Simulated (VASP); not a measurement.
# Ag (P6_3/mmc) in VASP: a series of runs

Ag is run at these levels: PBE; tasks: single point.

Everything below comes from runs of VASP 6.6.1. Logs are shortened: lines on timing, memory, paths and dates and some standing lists are left out, and cuts for length are marked.

## 1. The cell of the first run

Symmetry: P6_3/mmc, No. 194, hexagonal system. The conventional cell has a = 3.022 Å, b = 3.022 Å, c = 4.893 Å, α = 90.00°, β = 90.00°, γ = 120.00°. Within 4.0 Å of Ag (site symmetry -6m2) lie 12 Ag at 3.00 to 3.02 Å.

## 2. Single point, PBE (volume scaled by 1.08)

File INCAR:

```
SYSTEM = Ag
ALGO     = Normal         ! electronic algorithm
EDIFF    = 1E-6           ! SCF threshold, eV
ENCUT    = 520            ! plane-wave cutoff, eV
GGA      = PE             ! functional
ISIF     = 2              ! what is computed and relaxed
ISMEAR   = -1             ! smearing method
LASPH    = .True.         ! aspherical terms in the spheres
LCHARG   = .False.        ! write CHGCAR
LREAL    = .False.        ! projectors in reciprocal space
LWAVE    = .False.        ! write WAVECAR
NBANDS   = 18             ! bands
NELM     = 80             ! most SCF steps
PREC     = Accurate       ! precision mode
SIGMA    = 0.1            ! smearing width, eV
```

File KPOINTS:

```
k-points
0
Gamma
  14 14 8
  0 0 0
```

File POSCAR:

```
Ag
1.0
    3.0217084212      0.0000000000      0.0000000000
   -1.5108542106      2.6168762555      0.0000000000
    0.0000000000      0.0000000000      4.8932395903
Ag
2
Direct
    0.3333333333      0.6666666667      0.2500000000
    0.6666666667      0.3333333333      0.7500000000
```

Potentials or basis: VASP PAW PBE potentials, release 64 (Ag).

Command:

```
> cat potpaw_PBE.64/Ag/POTCAR > POTCAR
> mpirun -np 1 vasp_std > vasp.out
```

OUTCAR:

```text
SYSTEM = Ag
   EDIFF = 1E-6
   ENCUT = 520
   GGA = PE
   ISIF = 2
   ISMEAR = -1
   LASPH = .True.
   LREAL = .False.
   NELM = 80
   PREC = Accurate

 ion  position               nearest neighbor table
   1  0.333  0.667  0.250-   2 3.00   2 3.00   2 3.00   2 3.00   2 3.00   2 3.00
   2  0.667  0.333  0.750-   1 3.00   1 3.00   1 3.00   1 3.00   1 3.00   1 3.00

  LATTYP: Found a hexagonal cell.
 ALAT       =     3.0217084212
 C/A-ratio  =     1.6193619331

  Lattice vectors:

 A1 = (   3.0217084212,   0.0000000000,   0.0000000000)
 A2 = (  -1.5108542106,   2.6168762555,   0.0000000000)
 A3 = (   0.0000000000,   0.0000000000,   4.8932395903)

Analysis of symmetry for initial positions (statically):
=====================================================================
 Subroutine PRICEL returns:
 Original cell was already a primitive cell.

 Routine SETGRP: Setting up the symmetry group for a
 hexagonal supercell.

 Subroutine GETGRP returns: Found 24 space group operations
 (whereof 12 operations were pure point group operations)
 out of a pool of 24 trial point group operations.

The static configuration has the point symmetry D_3d.
 The point group associated with its full space group is D_6h.

Analysis of symmetry for dynamics (positions and initial velocities):
=====================================================================
 Subroutine PRICEL returns:
 Original cell was already a primitive cell.

 Routine SETGRP: Setting up the symmetry group for a
 hexagonal supercell.

 Subroutine GETGRP returns: Found 24 space group operations
 (whereof 12 operations were pure point group operations)
 out of a pool of 24 trial point group operations.

The dynamic configuration has the point symmetry D_3d.
 The point group associated with its full space group is D_6h.

 Subroutine INISYM returns: Found 24 space group operations
 (whereof 12 operations are pure point group operations),
 and found     1 'primitive' translations

----------------------------------------------------------------------------------------

                                     Primitive cell

  volume of cell :      38.6930

  direct lattice vectors                    reciprocal lattice vectors
     3.021708421  0.000000000  0.000000000     0.330938615  0.191067498  0.000000000
    -1.510854211  2.616876255  0.000000000     0.000000000  0.382134997  0.000000000
     0.000000000  0.000000000  4.893239590     0.000000000  0.000000000  0.204363588

  length of vectors
     3.021708421  3.021708421  4.893239590     0.382134997  0.382134997  0.204363588

  position of ions in fractional coordinates (direct lattice)
     0.333333333  0.666666667  0.250000000
     0.666666667  0.333333333  0.750000000

  ion indices of the primitive-cell ions
   primitive index   ion index
                 1           1
                 2           2

----------------------------------------------------------------------------------------

 KPOINTS: k-points

Automatic generation of k-mesh.
 Grid dimensions read from file:
 generate k-points for:   14   14    8

 Generating k-lattice:

  Cartesian coordinates                     Fractional coordinates (reciprocal lattice)
     0.023638473  0.013647678  0.000000000     0.071428571  0.000000000  0.000000000
     0.000000000  0.027295357  0.000000000     0.000000000  0.071428571  0.000000000
     0.000000000  0.000000000  0.025545449     0.000000000  0.000000000  0.125000000

  Length of vectors
     0.027295357  0.027295357  0.025545449

  Shift w.r.t. Gamma in fractional coordinates (k-lattice)
     0.000000000  0.000000000  0.000000000

 Subroutine IBZKPT returns following result:
 ===========================================

 Found    120 irreducible k-points:

 Following reciprocal coordinates:
            Coordinates               Weight
  0.000000  0.000000  0.000000      1.000000
  0.071429 -0.000000  0.000000      6.000000
  0.142857  0.000000  0.000000      6.000000
  0.214286  0.000000  0.000000      6.000000
  0.285714 -0.000000  0.000000      6.000000
  0.357143 -0.000000  0.000000      6.000000
[... 16 lines left out ...]
  0.285714  0.285714  0.000000      6.000000
  0.357143  0.285714  0.000000      6.000000
 [... further k-points ...]
   k-points           NKPTS =    120   k-points in BZ     NKDIM =    120   number of bands    NBANDS=     18
   number of dos      NEDOS =    301   number of ions     NIONS =      2
   total plane-waves  NPLWV =  20736
   dimension x,y,z NGX =    24 NGY =   24 NGZ =   36
   dimension x,y,z NGXF=    48 NGYF=   48 NGZF=   72
   ions per type =               2
   NGX,Y,Z   is equivalent  to a cutoff of  13.20, 13.20, 12.23 a.u.
   NGXF,Y,Z  is equivalent  to a cutoff of  26.41, 26.41, 24.46 a.u.
 SYSTEM =  Ag
   PREC   = accura    normal or accurate (medium, high low for compatibility)
   ISTART =      0    job   : 0-new  1-cont  2-samecut
   ICHARG =      2    charge: 1-file 2-atom 10-const
   ISPIN  =      1    spin polarized calculation?
   LNONCOLLINEAR =      F non collinear calculations
   LSORBIT =      F    spin-orbit coupling
   LASPH  =      T    aspherical Exc in radial PAW
   ENCUT  =  520.0 eV  38.22 Ry    6.18 a.u.   5.62  5.62  9.10*2*pi/ulx,y,z
   NELM   =     80;   NELMIN=  2; NELMDL= -5     # of ELM steps
   EDIFF  = 0.1E-05   stopping-criterion for ELM
   LREAL  =      F    real-space projection
   EDIFFG = 0.1E-04   stopping-criterion for IOM
   NSW    =      0    number of steps for IOM
   IBRION =     -1    ionic relax: 0-MD 1-quasi-New 2-CG
   NFREE  =      0    steps in history (QN), initial steepest desc. (CG)
   ISIF   =      2    stress and relaxation
   ISYM   =      2    0-nonsym 1-usesym 2-fastsym
   POTIM  = 0.5000    time-step for ionic-motion
   TEBEG  =    0.0;   TEEND  =   0.0 temperature during run
   PSTRESS=    0.0 pullay stress
   NELECT =      22.0000    total number of electrons
   NUPDOWN=      -1.0000    fix difference up-down
   EMIN   =  10.00;   EMAX   =-10.00  energy-range for DOS
   EFERMI =   0.00;   METHOD = LEGACY
   ISMEAR =    -1;   SIGMA  =   0.10  broadening in eV -4-tet -1-fermi 0-gaus
   EFERMI_NEDOS =   21; number of points for ismear=-14 and -15
   IALGO  =     38    algorithm
   IMIX   =      4    mixing-type and parameters
     AMIX     =   0.40;   BMIX     =  1.00
     AMIX_MAG =   1.60;   BMIX_MAG =  1.00
  volume/ion in A,a.u.               =      19.35       130.56
  Fermi-wavevector in a.u.,A,eV,Ry     =   1.356246  2.562932 25.026582  1.839402
  Thomas-Fermi vector in A             =   2.483265
   LORBIT       =      0    0 simple, 1 ext, 2 COOP (PROOUT), +10 PAW based schemes
   GGA     = PE    functional components
   LHFCALC =     F    Hartree Fock is set to
   AEXX    =    0.0000 exact exchange contribution
   IVDW    =     0    specifies the selected vdW correction
   LEPSILON=     F    determine dielectric tensor
   LRPA    =     F    only Hartree local field effects (RPA)
 non-spin polarized calculation
  energy-cutoff  :      520.00
  volume of cell :       38.69
 maximum number of plane-waves:      1087
 NGX is ok and might be reduce to    24
   NGX = 11   NGY = 11   NGZ = 19

 number of electron      21.9999995 magnetization

 Free energy of the ion-electron system (eV)
  ---------------------------------------------------
  ext. energy  EPLUGINS =         0.00000000
  ---------------------------------------------------
  free energy    TOTEN  =        -5.37953218 eV

  energy without entropy =       -5.36091113  energy(sigma->0) =       -5.37022165

 E-fermi :   6.7921     XC(G=0): -11.4704

 val. band max:        6.7899569091   @ k =   0.0714   0.0714   0.1250
 cond. band min:       6.8187636574   @ k =   0.4286   0.0714   0.2500
 fundamental gap:      0.0288067483
 Fermi energy:         6.7920501201

 k-point     1 :       0.0000    0.0000    0.0000
  band No.  band energies     occupation
      1      -0.0923      2.00000
      2       1.1319      2.00000
      3       2.4310      2.00000
      4       2.4838      2.00000
      5       2.4838      2.00000
      6       2.6775      2.00000
[... 10 lines left out ...]
     17      23.9890      0.00000
     18      24.0039      0.00000

 k-point     2 :       0.0714   -0.0000    0.0000
  band No.  band energies     occupation
      1       0.0345      2.00000
      2       1.1995      2.00000
      3       2.3446      2.00000
      4       2.5442      2.00000
      5       2.5668      2.00000
      6       2.6578      2.00000
[... 10 lines left out ...]
     17      24.1057      0.00000
     18      24.5324      0.00000

 k-point     3 :       0.1429    0.0000    0.0000
  band No.  band energies     occupation
      1       0.3964      2.00000
      2       1.3679      2.00000
      3       2.2308      2.00000
      4       2.5812      2.00000
      5       2.6839      2.00000
      6       2.7171      2.00000
[... 10 lines left out ...]
     17      24.1248      0.00000
     18      24.4475      0.00000

 k-point     4 :       0.2143    0.0000    0.0000
  band No.  band energies     occupation
      1       0.9082      2.00000
      2       1.5080      2.00000
      3       2.2078      2.00000
      4       2.3534      2.00000
      5       2.5470      2.00000
      6       2.6824      2.00000
[... 375 lines left out ...]
      4       2.3502      2.00000
      5       2.5733      2.00000
      6       2.6025      2.00000
[... 10 lines left out ...]
     17      16.9804      0.00000
     18      19.1669      0.00000

 k-point    23 :       0.2857    0.2857    0.0000
  band No.  band energies     occupation
      1       1.5254      2.00000
      2       1.8377      2.00000
      3       1.9025      2.00000
      4       2.3507      2.00000
      5       2.3789      2.00000
      6       2.5793      2.00000
[... 10 lines left out ...]
     17      17.4939      0.00000
     18      17.5653      0.00000

 k-point    24 :       0.3571    0.2857    0.0000
  band No.  band energies     occupation
      1       1.5022      2.00000
      2       1.8793      2.00000
      3       1.9391      2.00000
      4       2.3479      2.00000
      5       2.3936      2.00000
      6       2.5010      2.00000
[... 10 lines left out ...]
     17      16.5583      0.00000
     18      17.3704      0.00000

 [... further k-points ...]
[... 5 lines left out ...]
  --------------------------------------------------------------------------------------
  -------------------------------------------------------------------------------------
  Total       -1.4031615     -1.4031615     -1.3025623      0.0000000     -0.0000000      0.0000000
  in kB      -58.1013226    -58.1013226    -53.9357681      0.0000000     -0.0000000      0.0000000
  external PRESSURE =     -56.7128045 kB  Pullay stress =       0.0000000 kB

 VOLUME and BASIS-vectors are now :
 -----------------------------------------------------------------------------
  energy-cutoff  :      520.00
  volume of cell :       38.69
      direct lattice vectors                 reciprocal lattice vectors
     3.021708421  0.000000000  0.000000000     0.330938615  0.191067498  0.000000000
    -1.510854211  2.616876255  0.000000000     0.000000000  0.382134997  0.000000000
     0.000000000  0.000000000  4.893239590     0.000000000  0.000000000  0.204363588

 POSITION                                       TOTAL-FORCE (eV/Angst)
 -----------------------------------------------------------------------------------
     -0.00000      1.74458      1.22331         0.000000      0.000000      0.000000
      1.51085      0.87229      3.66993        -0.000000     -0.000000      0.000000
 -----------------------------------------------------------------------------------
    total drift:                               -0.000000      0.000000     -0.000000

  FREE ENERGIE OF THE ION-ELECTRON SYSTEM (eV)
  ---------------------------------------------------
  free  energy   TOTEN  =        -5.3795321775 eV

  energy  without entropy=       -5.3609111297  energy(sigma->0) =       -5.37022165
```

Wall time 30 s (1 thread of Intel Xeon Platinum 8488C (Sapphire Rapids), shared host); peak memory 0.2 GiB.

Results:

```yaml
Free_energy: -5.3795 eV
Pressure: -5.7 GPa
Band_gap_on_the_k_mesh: zero (band 11 reaches 10.18 eV, above the bottom of band 12 at 3.51 eV)
```

Stress tensor (GPa, compression positive):
```
-5.81  0.00  0.00
 0.00 -5.81  0.00
 0.00  0.00 -5.39
```

## 3. Single point, PBE (volume scaled by 1.12)

File INCAR:

```
SYSTEM = Ag
ALGO = Normal
EDIFF = 1E-7
ENCUT = 520
GGA = PE
ISIF = 2
ISMEAR = -1
LASPH = .TRUE.
LCHARG = .TRUE.
LELF = .TRUE.
LREAL = .FALSE.
LVHAR = .TRUE.
LWAVE = .FALSE.
NBANDS = 18
NELM = 60
PREC = Accurate
SIGMA = 0.1
```

File KPOINTS:

```
k-points
0
G
  14 14 8
  0 0 0
```

File POSCAR:

```
Ag
1.0
    3.0585621560      0.0000000000      0.0000000000
   -1.5292810780      2.6487925261      0.0000000000
    0.0000000000      0.0000000000      4.9529191255
Ag
2
Direct
    0.3333333333      0.6666666667      0.2500000000
    0.6666666667      0.3333333333      0.7500000000
```

Potentials or basis: VASP PAW PBE potentials, release 64 (Ag).

Command:

```
> cat potpaw_PBE.64/Ag/POTCAR > POTCAR
> mpirun -np 1 vasp_std > vasp.out
```

Run time: 41 s. Hardware: 1 thread of Intel Xeon Platinum 8488C (Sapphire Rapids), shared host; peak memory 0.21 GiB.

Results (log left out):

| Quantity | Value |
| --- | --- |
| Free energy | -5.3211 eV |
| Pressure | -7.5 GPa |
| Band gap on the k mesh | zero (band 11 reaches 9.68 eV, above the bottom of band 12 at 3.11 eV) |

Stress tensor (GPa, compression positive):
```
-7.56  0.00  0.00
 0.00 -7.56  0.00
 0.00  0.00 -7.24
```

Levels at points of the mesh, in eV from the Fermi level:
| k point | band 8 | band 9 | band 10 | band 11 | band 12 | band 13 | band 14 | band 15 |
| --- | --- | --- | --- | --- | --- | --- | --- | --- |
| (0.00, 0.00, 0.00) | -3.80 | -3.80 | -3.02 | -3.02 | 0.07 | 2.88 | 15.06 | 16.27 |
| (0.50, 0.00, 0.00) | -2.94 | -2.87 | -2.83 | 0.15 | 1.15 | 6.24 | 6.52 | 8.06 |
| (0.00, 0.00, 0.50) | -3.97 | -3.26 | -3.26 | -3.26 | -3.26 | 10.13 | 10.13 | 15.37 |
| (0.50, 0.00, 0.50) | -3.03 | -2.87 | -2.87 | 0.95 | 0.95 | 3.71 | 3.71 | 12.29 |

[end of part 1 of 3]
